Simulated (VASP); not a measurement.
# ScAl3 in VASP: notebook

The runs below take ScAl3 through single point, with PBE.

All numbers are computed with VASP 6.6.1; they aren't measurements. Logs are shortened: lines on timing, memory, paths and dates and some standing lists are left out, and cuts for length are marked.

### Step 1. The cell of the first run

The structure is cubic, space group Pm-3m (No. 221). Conventional cell: a = 4.088 Å, b = 4.088 Å, c = 4.088 Å, α = 90.00°, β = 90.00°, γ = 90.00°. Sc (site symmetry m-3m) has 12 Al at 2.89 Å within 3.8 Å. Within 3.8 Å of Al (site symmetry 4/mmm) lie 4 Sc at 2.89 Å and 8 Al at 2.89 Å.

### Step 2. Single point, PBE

The input, INCAR:

```
SYSTEM = ScAl3
  PREC = Accurate
  ENCUT = 520
  EDIFF = 1E-6
  ISMEAR = -1
  SIGMA = 0.05
  LREAL = .FALSE.
  LASPH = .TRUE.
  NELM = 80
  ALGO = Normal
  ISIF = 2
  LWAVE = .FALSE.
  LCHARG = .FALSE.
  GGA = PE
  NBANDS = 18
```

The input, KPOINTS:

```
regular mesh
0
G
  6 6 6
  0 0 0
```

The input, POSCAR:

```
ScAl3
1.0
    4.0878065700      0.0000000000      0.0000000000
    0.0000000000      4.0878065700      0.0000000000
    0.0000000000      0.0000000000      4.0878065700
Sc Al
1 3
Direct
    0.0000000000      0.0000000000      0.0000000000
    0.5000000000      0.5000000000      0.0000000000
    0.0000000000      0.5000000000      0.5000000000
    0.5000000000      0.0000000000      0.5000000000
```

Potentials or basis: VASP PAW PBE potentials, release 64 (Sc_sv, Al).

Run with:

```sh
$ cat potpaw_PBE.64/Sc_sv/POTCAR potpaw_PBE.64/Al/POTCAR > POTCAR
$ mpirun -np 1 vasp_std > vasp.out
```

OUTCAR:

```text
SYSTEM = ScAl3
   PREC = Accurate
   ENCUT = 520
   EDIFF = 1E-6
   ISMEAR = -1
   LREAL = .FALSE.
   LASPH = .TRUE.
   NELM = 80
   ISIF = 2
   GGA = PE

 ion  position               nearest neighbor table
   1  0.000  0.000  0.000-   2 2.89   3 2.89   4 2.89   3 2.89   4 2.89   2 2.89   3 2.89   3 2.89
                             2 2.89   4 2.89   4 2.89   2 2.89
   2  0.500  0.500  0.000-   1 2.89   3 2.89   4 2.89   3 2.89   4 2.89   1 2.89   4 2.89   4 2.89
                             1 2.89   3 2.89   3 2.89   1 2.89
   3  0.000  0.500  0.500-   1 2.89   2 2.89   4 2.89   1 2.89   2 2.89   1 2.89   4 2.89   1 2.89
                             2 2.89   4 2.89   2 2.89   4 2.89
   4  0.500  0.000  0.500-   1 2.89   2 2.89   3 2.89   1 2.89   2 2.89   2 2.89   3 2.89   2 2.89
                             1 2.89   3 2.89   1 2.89   3 2.89

  LATTYP: Found a simple cubic cell.
 ALAT       =     4.0878065700

  Lattice vectors:

 A1 = (   4.0878065700,   0.0000000000,   0.0000000000)
 A2 = (   0.0000000000,   4.0878065700,   0.0000000000)
 A3 = (   0.0000000000,   0.0000000000,   4.0878065700)

Analysis of symmetry for initial positions (statically):
=====================================================================
 Subroutine PRICEL returns:
 Original cell was already a primitive cell.

 Routine SETGRP: Setting up the symmetry group for a
 simple cubic supercell.

 Subroutine GETGRP returns: Found 48 space group operations
 (whereof 48 operations were pure point group operations)
 out of a pool of 48 trial point group operations.

The static configuration has the point symmetry O_h .

Analysis of symmetry for dynamics (positions and initial velocities):
=====================================================================
 Subroutine PRICEL returns:
 Original cell was already a primitive cell.

 Routine SETGRP: Setting up the symmetry group for a
 simple cubic supercell.

 Subroutine GETGRP returns: Found 48 space group operations
 (whereof 48 operations were pure point group operations)
 out of a pool of 48 trial point group operations.

The dynamic configuration has the point symmetry O_h .

 Subroutine INISYM returns: Found 48 space group operations
 (whereof 48 operations are pure point group operations),
 and found     1 'primitive' translations

----------------------------------------------------------------------------------------

                                     Primitive cell

  volume of cell :      68.3079

  direct lattice vectors                    reciprocal lattice vectors
     4.087806570  0.000000000  0.000000000     0.244629970  0.000000000  0.000000000
     0.000000000  4.087806570  0.000000000     0.000000000  0.244629970  0.000000000
     0.000000000  0.000000000  4.087806570     0.000000000  0.000000000  0.244629970

  length of vectors
     4.087806570  4.087806570  4.087806570     0.244629970  0.244629970  0.244629970

  position of ions in fractional coordinates (direct lattice)
     0.000000000  0.000000000  0.000000000
     0.500000000  0.500000000  0.000000000
     0.000000000  0.500000000  0.500000000
     0.500000000  0.000000000  0.500000000

  ion indices of the primitive-cell ions
   primitive index   ion index
                 1           1
                 2           2
                 3           3
                 4           4

----------------------------------------------------------------------------------------

 KPOINTS: regular mesh

Automatic generation of k-mesh.
 Grid dimensions read from file:
 generate k-points for:    6    6    6

 Generating k-lattice:

  Cartesian coordinates                     Fractional coordinates (reciprocal lattice)
     0.040771662  0.000000000  0.000000000     0.166666667  0.000000000  0.000000000
     0.000000000  0.040771662  0.000000000     0.000000000  0.166666667  0.000000000
     0.000000000  0.000000000  0.040771662     0.000000000  0.000000000  0.166666667

  Length of vectors
     0.040771662  0.040771662  0.040771662

  Shift w.r.t. Gamma in fractional coordinates (k-lattice)
     0.000000000  0.000000000  0.000000000

 Subroutine IBZKPT returns following result:
 ===========================================

 Found     20 irreducible k-points:

 Following reciprocal coordinates:
            Coordinates               Weight
  0.000000  0.000000  0.000000      1.000000
  0.166667  0.000000  0.000000      6.000000
  0.333333  0.000000  0.000000      6.000000
  0.500000  0.000000  0.000000      3.000000
  0.166667  0.166667  0.000000     12.000000
  0.333333  0.166667  0.000000     24.000000
[... 12 lines left out ...]
  0.500000  0.500000  0.333333      6.000000
  0.500000  0.500000  0.500000      1.000000
   k-points           NKPTS =     20   k-points in BZ     NKDIM =     20   number of bands    NBANDS=     18
   number of dos      NEDOS =    301   number of ions     NIONS =      4
   total plane-waves  NPLWV =  27000
   dimension x,y,z NGX =    30 NGY =   30 NGZ =   30
   dimension x,y,z NGXF=    60 NGYF=   60 NGZF=   60
   ions per type =               1   3
   NGX,Y,Z   is equivalent  to a cutoff of  12.20, 12.20, 12.20 a.u.
   NGXF,Y,Z  is equivalent  to a cutoff of  24.40, 24.40, 24.40 a.u.
 SYSTEM =  ScAl3
   PREC   = accura    normal or accurate (medium, high low for compatibility)
   ISTART =      0    job   : 0-new  1-cont  2-samecut
   ICHARG =      2    charge: 1-file 2-atom 10-const
   ISPIN  =      1    spin polarized calculation?
   LNONCOLLINEAR =      F non collinear calculations
   LSORBIT =      F    spin-orbit coupling
   LASPH  =      T    aspherical Exc in radial PAW
   ENCUT  =  520.0 eV  38.22 Ry    6.18 a.u.   7.60  7.60  7.60*2*pi/ulx,y,z
   NELM   =     80;   NELMIN=  2; NELMDL= -5     # of ELM steps
   EDIFF  = 0.1E-05   stopping-criterion for ELM
   LREAL  =      F    real-space projection
   EDIFFG = 0.1E-04   stopping-criterion for IOM
   NSW    =      0    number of steps for IOM
   IBRION =     -1    ionic relax: 0-MD 1-quasi-New 2-CG
   NFREE  =      0    steps in history (QN), initial steepest desc. (CG)
   ISIF   =      2    stress and relaxation
   ISYM   =      2    0-nonsym 1-usesym 2-fastsym
   POTIM  = 0.5000    time-step for ionic-motion
   TEBEG  =    0.0;   TEEND  =   0.0 temperature during run
   PSTRESS=    0.0 pullay stress
   NELECT =      20.0000    total number of electrons
   NUPDOWN=      -1.0000    fix difference up-down
   EMIN   =  10.00;   EMAX   =-10.00  energy-range for DOS
   EFERMI =   0.00;   METHOD = LEGACY
   ISMEAR =    -1;   SIGMA  =   0.05  broadening in eV -4-tet -1-fermi 0-gaus
   EFERMI_NEDOS =   21; number of points for ismear=-14 and -15
   IALGO  =     38    algorithm
   IMIX   =      4    mixing-type and parameters
     AMIX     =   0.40;   BMIX     =  1.00
     AMIX_MAG =   1.60;   BMIX_MAG =  1.00
  volume/ion in A,a.u.               =      17.08       115.24
  Fermi-wavevector in a.u.,A,eV,Ry     =   1.087079  2.054282 16.078563  1.181741
  Thomas-Fermi vector in A             =   2.223230
   LORBIT       =      0    0 simple, 1 ext, 2 COOP (PROOUT), +10 PAW based schemes
   GGA     = PE    functional components
   LHFCALC =     F    Hartree Fock is set to
   AEXX    =    0.0000 exact exchange contribution
   IVDW    =     0    specifies the selected vdW correction
   LEPSILON=     F    determine dielectric tensor
   LRPA    =     F    only Hartree local field effects (RPA)
 non-spin polarized calculation
  energy-cutoff  :      520.00
  volume of cell :       68.31
 maximum number of plane-waves:      1856
   NGX = 15   NGY = 15   NGZ = 15

 number of electron      19.9999996 magnetization

 Free energy of the ion-electron system (eV)
  ---------------------------------------------------
  ext. energy  EPLUGINS =         0.00000000
  ---------------------------------------------------
  free energy    TOTEN  =       -19.28947758 eV

  energy without entropy =      -19.27302773  energy(sigma->0) =      -19.28125266

 E-fermi :   7.3966     XC(G=0): -10.4165

 val. band max:        7.3949041783   @ k =   0.1667   0.1667   0.0000
 cond. band min:       7.5206061468   @ k =   0.3333   0.1667   0.0000
 fundamental gap:      0.1257019686
 Fermi energy:         7.3966101215

 k-point     1 :       0.0000    0.0000    0.0000
  band No.  band energies     occupation
      1     -41.6985      2.00000
      2     -20.4024      2.00000
      3     -20.4024      2.00000
      4     -20.4024      2.00000
      5      -2.7560      2.00000
      6       4.6498      2.00000
[... 10 lines left out ...]
     17      12.5691      0.00000
     18      12.5691      0.00000

 k-point     2 :       0.1667    0.0000    0.0000
  band No.  band energies     occupation
      1     -41.6981      2.00000
      2     -20.4105      2.00000
      3     -20.4018      2.00000
      4     -20.4018      2.00000
      5      -2.5009      2.00000
      6       3.1092      2.00000
[... 10 lines left out ...]
     17      12.6146      0.00000
     18      12.6146      0.00000

 k-point     3 :       0.3333    0.0000    0.0000
  band No.  band energies     occupation
      1     -41.6975      2.00000
      2     -20.4267      2.00000
      3     -20.4005      2.00000
      4     -20.4005      2.00000
      5      -1.7609      2.00000
      6       1.2239      2.00000
[... 10 lines left out ...]
     17      11.7763      0.00000
     18      12.8891      0.00000

 k-point     4 :       0.5000    0.0000    0.0000
  band No.  band energies     occupation
      1     -41.6972      2.00000
      2     -20.4348      2.00000
      3     -20.3999      2.00000
      4     -20.3999      2.00000
      5      -0.8830      2.00000
      6      -0.0565      2.00000
[... 291 lines left out ...]
      4     -20.4194      2.00000
      5       0.7383      2.00000
      6       1.6937      2.00000
[... 10 lines left out ...]
     17      11.6884      0.00000
     18      14.5320      0.00000

 k-point    19 :       0.5000    0.5000    0.3333
  band No.  band energies     occupation
      1     -41.6951      2.00000
      2     -20.4270      2.00000
      3     -20.4270      2.00000
      4     -20.4188      2.00000
      5       1.4645      2.00000
      6       2.1715      2.00000
[... 10 lines left out ...]
     17      11.3297      0.00000
     18      15.9262      0.00000

 k-point    20 :       0.5000    0.5000    0.5000
  band No.  band energies     occupation
      1     -41.6948      2.00000
      2     -20.4260      2.00000
      3     -20.4260      2.00000
      4     -20.4260      2.00000
      5       2.4755      2.00000
      6       2.4755      2.00000
[... 10 lines left out ...]
     17      11.3116      0.00000
     18      18.1942      0.00000

------------------------ aborting loop because EDIFF is reached ----------------------------------------

  FORCE on cell =-STRESS in cart. coord.  units (eV):
  Direction    XX          YY          ZZ          XY          YZ          ZX
  --------------------------------------------------------------------------------------
  -------------------------------------------------------------------------------------
  Total        0.4778144      0.4778144      0.4778144      0.0000000     -0.0000000      0.0000000
  in kB       11.2072444     11.2072444     11.2072444      0.0000000     -0.0000000      0.0000000
  external PRESSURE =      11.2072444 kB  Pullay stress =       0.0000000 kB

 VOLUME and BASIS-vectors are now :
 -----------------------------------------------------------------------------
  energy-cutoff  :      520.00
  volume of cell :       68.31
      direct lattice vectors                 reciprocal lattice vectors
     4.087806570  0.000000000  0.000000000     0.244629970  0.000000000  0.000000000
     0.000000000  4.087806570  0.000000000     0.000000000  0.244629970  0.000000000
     0.000000000  0.000000000  4.087806570     0.000000000  0.000000000  0.244629970

 POSITION                                       TOTAL-FORCE (eV/Angst)
 -----------------------------------------------------------------------------------
      0.00000      0.00000      0.00000         0.000000      0.000000      0.000000
      2.04390      2.04390      0.00000         0.000000      0.000000      0.000000
      0.00000      2.04390      2.04390         0.000000      0.000000      0.000000
      2.04390      0.00000      2.04390         0.000000      0.000000      0.000000
 -----------------------------------------------------------------------------------
    total drift:                                0.000000     -0.000000      0.000000

  FREE ENERGIE OF THE ION-ELECTRON SYSTEM (eV)
  ---------------------------------------------------
  free  energy   TOTEN  =       -19.2894775841 eV

  energy  without entropy=      -19.2730277267  energy(sigma->0) =      -19.28125266
```

Run time: 38 s. Hardware: 1 thread of Intel Xeon 8259CL, shared host; peak memory 0.17 GiB.

What came out:

* Free energy: -19.2895 eV
* Pressure: 1.1 GPa
* Band gap on the k mesh: zero (bands 10 and 11 overlap by 3.83 eV)

[end of part 1 of 3]

The gap in the log of VASP goes by the Fermi energy; the results here count the filled bands.